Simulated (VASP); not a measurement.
Input of a VASP 6.6.1 run:

File INCAR:

```
ALGO = Normal
EDIFF = 1E-6
ENCUT = 520
GGA = PE
ISIF = 2
ISMEAR = 0
LASPH = True
LCHARG = True
LELF = True
LREAL = False
LVHAR = True
LWAVE = False
NBANDS = 16
NELM = 60
PREC = Accurate
SIGMA = 0.05
```

File KPOINTS:

```
k-points
0
Gamma
  8 8 8
```

Contents of POSCAR:

```
CdS
1.0
    0.0218250000      2.9100000000      2.9100000000
    2.9318250000      0.0000000000      2.9318250000
    2.9100000000      2.9100000000      0.0218250000
Cd S
1 1
Direct
    0.0000000000      0.0000000000      0.0000000000
    0.7500000000      0.7500000000      0.7500000000
```

Potentials or basis: VASP PAW PBE potentials, release 64 (Cd, S).

Launch:

```console
$ cat potpaw_PBE.64/Cd/POTCAR potpaw_PBE.64/S/POTCAR > POTCAR
$ mpirun -np 1 vasp_std > vasp.out
```

(1) Estimate the pressure.

(2) Estimate the band gap on the k mesh.

(3) Estimate the largest force.

## Answers

(1) 3.7 GPa.

(2) 1.14 eV, direct.

(3) 0.112 eV/Å.

Caveat: the cell differs from its parent crystal (strain +0.0150 x Voigt [0, 0, 0, 0, 1, 0]).
